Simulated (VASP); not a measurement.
# Ti: single point with PBE

Slab: Ti, a slab with vacuum.

```
CELL_PARAMETERS angstrom
2.93816 0.00000 0.00000
-1.46908 2.54452 0.00000
0.00000 0.00000 20.97570
ATOMIC_POSITIONS crystal
Ti 0.66667 0.33333 0.33372
Ti 0.33333 0.66667 0.44457
Ti 0.66667 0.33333 0.55977
Ti 0.33333 0.66667 0.66287
```

```json
{"Program": "VASP 6.6.1", "Task": "single point", "Functional": "PBE", "Potentials or basis": "VASP PAW PBE potentials, release 64 (Ti_sv)", "Cutoff": "520 eV", "k mesh": "12 × 12 × 1", "Occupations": "gaussian, width 0.1 eV", "Spin": "no spin polarisation", "Dipole correction": "yes", "Further INCAR settings": "ALGO = Normal; EDIFF = 1e-06; NBANDS = 32"}
```

| Quantity | Value |
| --- | --- |
| Largest force | 0.618 eV/Å |
| Band gap on the k mesh | zero (band 24 reaches 1.86 eV, above the bottom of band 25 at 1.04 eV) |

Forces in eV/Å, atoms in the order of the input:
```
Ti   0.000  0.000  0.618
Ti   0.000  0.000 -0.605
Ti   0.000  0.000  0.000
Ti   0.000  0.000 -0.012
```

Levels at points of the mesh, in eV from the Fermi level:
```tsv
k point	band 20	band 21	band 22	band 23	band 24	band 25	band 26	band 27	band 28	band 29
(0.00, 0.00, 0.00)	-2.83	-0.26	-0.02	0.44	0.49	0.65	0.65	0.72	0.72	0.81
(0.50, 0.00, 0.00)	-1.99	-1.43	-1.09	-0.72	0.09	0.50	0.70	1.06	1.22	1.23
```

It took 85 s on 1 thread of Intel(R) Xeon(R) 6975P-C (Granite Rapids), with other jobs on the host, peak memory 0.32 GiB.
